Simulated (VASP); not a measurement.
Here is a VASP 6.6.1 calculation.

File INCAR:

```
SYSTEM = Al2Cu
PREC = Accurate ; ENCUT = 520
EDIFF = 1E-6 ; ISMEAR = 0
SIGMA = 0.15 ; LREAL = .FALSE.
LASPH = .TRUE. ; NELM = 60
ALGO = Fast ; ISIF = 2
LWAVE = .FALSE. ; LCHARG = .TRUE.
GGA = PE ; LELF = .TRUE.
LVHAR = .TRUE. ; NBANDS = 16
```

KPOINTS

```
regular mesh
0
G
  10 10 14
  0 0 0
```

The input POSCAR:

```
Al2Cu
1.0
    4.1211626268      0.0000000000      0.0000000000
    0.0000000000      4.1211626268      0.0000000000
    0.0000000000      0.0000000000      2.8847334069
Al Cu
2 1
Direct
    0.5045231003      0.0039076392      0.5000000000
   -0.0592065934      0.4827718519      0.5000000000
    0.0232185310      0.0056558685      0.0000000000
```

Potentials or basis: VASP PAW PBE potentials, release 64 (Al, Cu).

The run is started by

```console
$ cat potpaw_PBE.64/Al/POTCAR potpaw_PBE.64/Cu/POTCAR > POTCAR
$ mpirun -np 1 vasp_std > vasp.out
```

(1) What does it give for the band gap on the k mesh?

(2) Predict the largest force.

(3) Predict the pressure.

Results:

(1) zero (an odd number of electrons rules out a gap without spin polarisation).

(2) 0.970 eV/Å.

(3) 1.4 GPa.

Caveat: the cell differs from its parent crystal (atoms displaced along a vibrational mode).
